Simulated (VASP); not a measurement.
Set up this calculation in VASP 6.6.1, as the native input.

| Quantity | Value |
| --- | --- |
| Task | single point |
| Functional | PBE |
| Potentials or basis | VASP PAW PBE potentials, release 64 (Eu, Co, Si) |
| Cutoff | 520 eV |
| k mesh | 8 × 8 × 3 |
| Occupations | fermi-dirac, width 0.05 eV |
| Spin | collinear spin, ferromagnetic start |
| Starting moments | [7.0, 7.0, 2.0, 0.0, 0.0, 0.0] μB |
| Dipole correction | no |
| Further INCAR settings | ALGO = Normal; EDIFF = 1e-07; NBANDS = 40 |

The structure of Eu2CoSi3 lies in POSCAR:

```
Eu2CoSi3
1.0
    4.0598039371      0.0000000000      0.0000000000
   -2.0299019686      3.5158933440      0.0000000000
    0.0000000000      0.0000000000      8.8896642542
Eu Co Si
2 1 3
Direct
    0.6666666667      0.3333333333      0.2602240000
    0.6666666667      0.3333333333      0.7397760000
    0.0000000000      0.0000000000      0.5000000000
    0.3333333333      0.6666666667      0.0000000000
    0.3333333333      0.6666666667      0.5000000000
    0.0000000000      0.0000000000      0.0000000000
```

One way to write it, as run:

INCAR

```
PREC = Accurate ; ENCUT = 520
EDIFF = 1E-7 ; ISMEAR = -1
SIGMA = 0.05 ; LREAL = False
LASPH = True ; NELM = 150
ALGO = Normal ; ISIF = 2
LWAVE = False ; LCHARG = False
ISPIN = 2 ; MAGMOM = 7 7 2 0 0 0
LORBIT = 11 ; LMAXMIX = 6
GGA = PE ; NBANDS = 40
```

KPOINTS

```
regular mesh
0
Gamma
  8 8 3
```

Potentials or basis: VASP PAW PBE potentials, release 64 (Eu, Co, Si).

Launch:

```console
$ cat potpaw_PBE.64/Eu/POTCAR potpaw_PBE.64/Co/POTCAR potpaw_PBE.64/Si/POTCAR > POTCAR
$ mpirun -np 1 vasp_std > vasp.out
```

Results of the run:

The pressure is -3.5 GPa. The largest force is 0.028 eV/Å and the net moment is 13.54 μB per cell. The site moments are Eu +6.46; Co -0.15; Si -0.01, -0.02 (each value once) μB and the valence electrons inside the program's atomic spheres are Eu 14.70; Co 8.24; Si 1.65.

Caveat: the cell stands under tension.

Wall time 9.8 min on 1 thread of Intel(R) Xeon(R) Platinum 8488C (Sapphire Rapids), on a shared host, peak memory 0.42 GiB.
